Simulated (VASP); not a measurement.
# Au (P6_3/mmc) in VASP: single point with LDA

Aim: the single point of Au with LDA.

All numbers are computed with VASP 6.6.1; they aren't measurements. Logs are shortened: lines on timing, memory, paths and dates and some standing lists are left out, and cuts for length are marked.

## (1) The cell of the first run

Symmetry: P6_3/mmc, No. 194, hexagonal system. Conventional cell: a = 2.844 Å, b = 2.844 Å, c = 9.468 Å, α = 90.00°, β = 90.00°, γ = 120.00°. Au (site symmetry -3m) has 12 Au at 2.84 to 2.88 Å within 3.7 Å. Au (site symmetry -6m2) has 12 Au at 2.84 to 2.88 Å within 3.7 Å.

This isn't the form of Au at room conditions, which is fcc.

## (2) Single point, LDA

The input, INCAR:

```
SYSTEM = Au
PREC = Accurate ; ENCUT = 520
EDIFF = 1E-7 ; ISMEAR = -1
SIGMA = 0.1 ; LREAL = .FALSE.
LASPH = .TRUE. ; NELM = 60
ALGO = Normal ; ISIF = 2
LWAVE = .FALSE. ; LCHARG = .FALSE.
GGA = CA ; NBANDS = 30
```

The input, KPOINTS:

```
regular mesh
0
G
  17 17 5
  0 0 0
```

The input, POSCAR:

```
Au
1.0
    2.8435945126      0.0000000000      0.0000000000
   -1.4217972563      2.4626250860      0.0000000000
    0.0000000000      0.0000000000      9.4682008314
Au
4
Direct
    0.0000000000      1.0000000000      0.0000000000
    0.0000000000      1.0000000000      0.5000000000
    0.3333333333      0.6666666667      0.2500000000
    0.6666666667      0.3333333333      0.7500000000
```

Potentials or basis: VASP PAW LDA potentials, release 64 (Au).

The run is started by

```bash
$ cat potpaw_LDA.64/Au/POTCAR > POTCAR
$ mpirun -np 1 vasp_std > vasp.out
```

OUTCAR:

```text
SYSTEM = Au
   PREC = Accurate
   ENCUT = 520
   EDIFF = 1E-7
   ISMEAR = -1
   LREAL = .FALSE.
   LASPH = .TRUE.
   NELM = 60
   ISIF = 2
   GGA = CA

 ion  position               nearest neighbor table
   1  0.000  0.000  0.000-   3 2.88   4 2.88   4 2.88   3 2.88   4 2.88   3 2.88
   2  0.000  0.000  0.500-   3 2.88   4 2.88   4 2.88   3 2.88   4 2.88   3 2.88
   3  0.333  0.667  0.250-   1 2.88   2 2.88   1 2.88   2 2.88   1 2.88   2 2.88
   4  0.667  0.333  0.750-   1 2.88   2 2.88   1 2.88   2 2.88   1 2.88   2 2.88

  LATTYP: Found a hexagonal cell.
 ALAT       =     2.8435945126
 C/A-ratio  =     3.3296592708

  Lattice vectors:

 A1 = (   2.8435945126,   0.0000000000,   0.0000000000)
 A2 = (  -1.4217972563,   2.4626250860,   0.0000000000)
 A3 = (   0.0000000000,   0.0000000000,   9.4682008314)

Analysis of symmetry for initial positions (statically):
=====================================================================
 Subroutine PRICEL returns:
 Original cell was already a primitive cell.

 Routine SETGRP: Setting up the symmetry group for a
 hexagonal supercell.

 Subroutine GETGRP returns: Found 24 space group operations
 (whereof 12 operations were pure point group operations)
 out of a pool of 24 trial point group operations.

The static configuration has the point symmetry D_3d.
 The point group associated with its full space group is D_6h.

Analysis of symmetry for dynamics (positions and initial velocities):
=====================================================================
 Subroutine PRICEL returns:
 Original cell was already a primitive cell.

 Routine SETGRP: Setting up the symmetry group for a
 hexagonal supercell.

 Subroutine GETGRP returns: Found 24 space group operations
 (whereof 12 operations were pure point group operations)
 out of a pool of 24 trial point group operations.

The dynamic configuration has the point symmetry D_3d.
 The point group associated with its full space group is D_6h.

 Subroutine INISYM returns: Found 24 space group operations
 (whereof 12 operations are pure point group operations),
 and found     1 'primitive' translations

----------------------------------------------------------------------------------------

                                     Primitive cell

  volume of cell :      66.3030

  direct lattice vectors                    reciprocal lattice vectors
     2.843594513  0.000000000  0.000000000     0.351667580  0.203035372  0.000000000
    -1.421797256  2.462625086  0.000000000     0.000000000  0.406070744  0.000000000
     0.000000000  0.000000000  9.468200831     0.000000000  0.000000000  0.105616687

  length of vectors
     2.843594513  2.843594513  9.468200831     0.406070744  0.406070744  0.105616687

  position of ions in fractional coordinates (direct lattice)
     0.000000000  0.000000000  0.000000000
     0.000000000  0.000000000  0.500000000
     0.333333333  0.666666667  0.250000000
     0.666666667  0.333333333  0.750000000

  ion indices of the primitive-cell ions
   primitive index   ion index
                 1           1
                 2           2
                 3           3
                 4           4

----------------------------------------------------------------------------------------

 KPOINTS: regular mesh

Automatic generation of k-mesh.
 Grid dimensions read from file:
 generate k-points for:   17   17    5

 Generating k-lattice:

  Cartesian coordinates                     Fractional coordinates (reciprocal lattice)
     0.020686328  0.011943257  0.000000000     0.058823529  0.000000000  0.000000000
     0.000000000  0.023886514  0.000000000     0.000000000  0.058823529  0.000000000
     0.000000000  0.000000000  0.021123337     0.000000000  0.000000000  0.200000000

  Length of vectors
     0.023886514  0.023886514  0.021123337

  Shift w.r.t. Gamma in fractional coordinates (k-lattice)
     0.000000000  0.000000000  0.000000000

 Subroutine IBZKPT returns following result:
 ===========================================

 Found     99 irreducible k-points:

 Following reciprocal coordinates:
            Coordinates               Weight
  0.000000  0.000000  0.000000      1.000000
  0.058824 -0.000000  0.000000      6.000000
  0.117647 -0.000000  0.000000      6.000000
  0.176471 -0.000000  0.000000      6.000000
  0.235294 -0.000000  0.000000      6.000000
  0.294118  0.000000  0.000000      6.000000
[... 16 lines left out ...]
  0.411765  0.117647  0.000000     12.000000
  0.176471  0.176471  0.000000      6.000000
 [... further k-points ...]
   k-points           NKPTS =     99   k-points in BZ     NKDIM =     99   number of bands    NBANDS=     30
   number of dos      NEDOS =    301   number of ions     NIONS =      4
   total plane-waves  NPLWV =  40320
   dimension x,y,z NGX =    24 NGY =   24 NGZ =   70
   dimension x,y,z NGXF=    48 NGYF=   48 NGZF=  140
   ions per type =               4
   NGX,Y,Z   is equivalent  to a cutoff of  14.03, 14.03, 12.29 a.u.
   NGXF,Y,Z  is equivalent  to a cutoff of  28.06, 28.06, 24.58 a.u.
 SYSTEM =  Au
   PREC   = accura    normal or accurate (medium, high low for compatibility)
   ISTART =      0    job   : 0-new  1-cont  2-samecut
   ICHARG =      2    charge: 1-file 2-atom 10-const
   ISPIN  =      1    spin polarized calculation?
   LNONCOLLINEAR =      F non collinear calculations
   LSORBIT =      F    spin-orbit coupling
   LASPH  =      T    aspherical Exc in radial PAW
   ENCUT  =  520.0 eV  38.22 Ry    6.18 a.u.   5.29  5.29 17.60*2*pi/ulx,y,z
   NELM   =     60;   NELMIN=  2; NELMDL= -5     # of ELM steps
   EDIFF  = 0.1E-06   stopping-criterion for ELM
   LREAL  =      F    real-space projection
   EDIFFG = 0.1E-05   stopping-criterion for IOM
   NSW    =      0    number of steps for IOM
   IBRION =     -1    ionic relax: 0-MD 1-quasi-New 2-CG
   NFREE  =      0    steps in history (QN), initial steepest desc. (CG)
   ISIF   =      2    stress and relaxation
   ISYM   =      2    0-nonsym 1-usesym 2-fastsym
   POTIM  = 0.5000    time-step for ionic-motion
   TEBEG  =    0.0;   TEEND  =   0.0 temperature during run
   PSTRESS=    0.0 pullay stress
   NELECT =      44.0000    total number of electrons
   NUPDOWN=      -1.0000    fix difference up-down
   EMIN   =  10.00;   EMAX   =-10.00  energy-range for DOS
   EFERMI =   0.00;   METHOD = LEGACY
   ISMEAR =    -1;   SIGMA  =   0.10  broadening in eV -4-tet -1-fermi 0-gaus
   EFERMI_NEDOS =   21; number of points for ismear=-14 and -15
   IALGO  =     38    algorithm
   IMIX   =      4    mixing-type and parameters
     AMIX     =   0.40;   BMIX     =  1.00
     AMIX_MAG =   1.60;   BMIX_MAG =  1.00
  volume/ion in A,a.u.               =      16.58       111.86
  Fermi-wavevector in a.u.,A,eV,Ry     =   1.427955  2.698444 27.743042  2.039056
  Thomas-Fermi vector in A             =   2.548069
   LORBIT       =      0    0 simple, 1 ext, 2 COOP (PROOUT), +10 PAW based schemes
   GGA     = CA    functional components
   LHFCALC =     F    Hartree Fock is set to
   AEXX    =    0.0000 exact exchange contribution
   IVDW    =     0    specifies the selected vdW correction
   LEPSILON=     F    determine dielectric tensor
   LRPA    =     F    only Hartree local field effects (RPA)
 non-spin polarized calculation
  energy-cutoff  :      520.00
  volume of cell :       66.30
 maximum number of plane-waves:      1809
 NGX is ok and might be reduce to    24
   NGX = 11   NGY = 11   NGZ = 35

 number of electron      43.9999991 magnetization

 Free energy of the ion-electron system (eV)
  ---------------------------------------------------
  ext. energy  EPLUGINS =         0.00000000
  ---------------------------------------------------
  free energy    TOTEN  =       -17.79119485 eV

  energy without entropy =      -17.75857023  energy(sigma->0) =      -17.77488254

 E-fermi :   9.7735     XC(G=0): -13.1443

 val. band max:        9.7456967511   @ k =   0.2941   0.0000   0.4000
 cond. band min:       9.7937389941   @ k =   0.4706  -0.0000   0.2000
 fundamental gap:      0.0480422430
 Fermi energy:         9.7735008458

 k-point     1 :       0.0000    0.0000    0.0000
  band No.  band energies     occupation
      1      -0.4509      2.00000
      2       1.3143      2.00000
      3       1.3202      2.00000
      4       2.0849      2.00000
      5       4.6996      2.00000
      6       4.7162      2.00000
[... 22 lines left out ...]
     29      24.1815      0.00000
     30      25.1836      0.00000

 k-point     2 :       0.0588   -0.0000    0.0000
  band No.  band energies     occupation
      1      -0.3385      2.00000
      2       1.4218      2.00000
      3       1.4277      2.00000
      4       2.1799      2.00000
      5       4.5717      2.00000
      6       4.6510      2.00000
[... 22 lines left out ...]
     29      24.2829      0.00000
     30      25.2267      0.00000

 k-point     3 :       0.1176   -0.0000    0.0000
  band No.  band energies     occupation
      1      -0.0094      2.00000
      2       1.7261      2.00000
      3       1.7318      2.00000
      4       2.4462      2.00000
      5       4.3171      2.00000
      6       4.4847      2.00000
[... 22 lines left out ...]
     29      24.4609      0.00000
     30      24.8608      0.00000

 k-point     4 :       0.1765   -0.0000    0.0000
  band No.  band energies     occupation
      1       0.5077      2.00000
      2       2.1541      2.00000
      3       2.1597      2.00000
      4       2.8111      2.00000
      5       4.0621      2.00000
      6       4.2727      2.00000
[... 22 lines left out ...]
     29      23.8302      0.00000
     30      23.8991      0.00000

 k-point     5 :       0.2353   -0.0000    0.0000
  band No.  band energies     occupation
      1       1.1496      2.00000
      2       2.5294      2.00000
      3       2.5325      2.00000
      4       3.0981      2.00000
      5       3.8870      2.00000
      6       4.0430      2.00000
[... 22 lines left out ...]
     29      22.5790      0.00000
     30      22.7146      0.00000
[... 526 lines left out ...]
     29      19.4267      0.00000
     30      21.8459      0.00000

 k-point    22 :       0.3529    0.1176    0.0000
  band No.  band energies     occupation
      1       2.5032      2.00000
      2       2.6639      2.00000
      3       2.9820      2.00000
      4       3.3288      2.00000
      5       3.6312      2.00000
      6       3.7703      2.00000
[... 22 lines left out ...]
     29      18.3386      0.00000
     30      20.4386      0.00000

 k-point    23 :       0.4118    0.1176    0.0000
  band No.  band energies     occupation
      1       2.4812      2.00000
      2       2.5863      2.00000
      3       2.9061      2.00000
      4       3.3134      2.00000
      5       3.5464      2.00000
      6       3.8690      2.00000
[... 22 lines left out ...]
     29      18.3016      0.00000
     30      19.4022      0.00000

 k-point    24 :       0.1765    0.1765    0.0000
  band No.  band energies     occupation
      1       2.0967      2.00000
      2       2.9855      2.00000
      3       3.0002      2.00000
      4       3.6527      2.00000
      5       3.8522      2.00000
      6       3.9267      2.00000
[... 22 lines left out ...]
     29      20.9261      0.00000
     30      21.4382      0.00000

 [... further k-points ...]
[... 5 lines left out ...]
  --------------------------------------------------------------------------------------
  -------------------------------------------------------------------------------------
  Total        0.2511861      0.2511861      0.1566301      0.0000000     -0.0000000     -0.0000000
  in kB        6.0697767      6.0697767      3.7848830      0.0000000     -0.0000000     -0.0000000
  external PRESSURE =       5.3081455 kB  Pullay stress =       0.0000000 kB

 VOLUME and BASIS-vectors are now :
 -----------------------------------------------------------------------------
  energy-cutoff  :      520.00
  volume of cell :       66.30
      direct lattice vectors                 reciprocal lattice vectors
     2.843594513  0.000000000  0.000000000     0.351667580  0.203035372  0.000000000
    -1.421797256  2.462625086  0.000000000     0.000000000  0.406070744  0.000000000
     0.000000000  0.000000000  9.468200831     0.000000000  0.000000000  0.105616687

 POSITION                                       TOTAL-FORCE (eV/Angst)
 -----------------------------------------------------------------------------------
      0.00000      0.00000      0.00000        -0.000000      0.000000      0.000000
      0.00000      0.00000      4.73410        -0.000000      0.000000      0.000000
     -0.00000      1.64175      2.36705         0.000000     -0.000000     -0.000000
      1.42180      0.82088      7.10115        -0.000000      0.000000      0.000000
 -----------------------------------------------------------------------------------
    total drift:                               -0.000000      0.000000      0.000000

  FREE ENERGIE OF THE ION-ELECTRON SYSTEM (eV)
  ---------------------------------------------------
  free  energy   TOTEN  =       -17.7911948475 eV

  energy  without entropy=      -17.7585702271  energy(sigma->0) =      -17.77488254
```

Wall time 2.6 min (1 thread of Intel Xeon Platinum 8259CL at 2.50GHz (Skylake/Cascade Lake), shared host); peak memory 0.26 GiB.

What came out:

| Property | Result |
| --- | --- |
| Free energy | -17.7912 eV |
| Pressure | 0.5 GPa |
| Band gap on the k mesh | zero (bands 22 and 23 overlap by 5.19 eV) |

Caveat: spin-orbit coupling is left out, which moves the levels of the heavy elements.
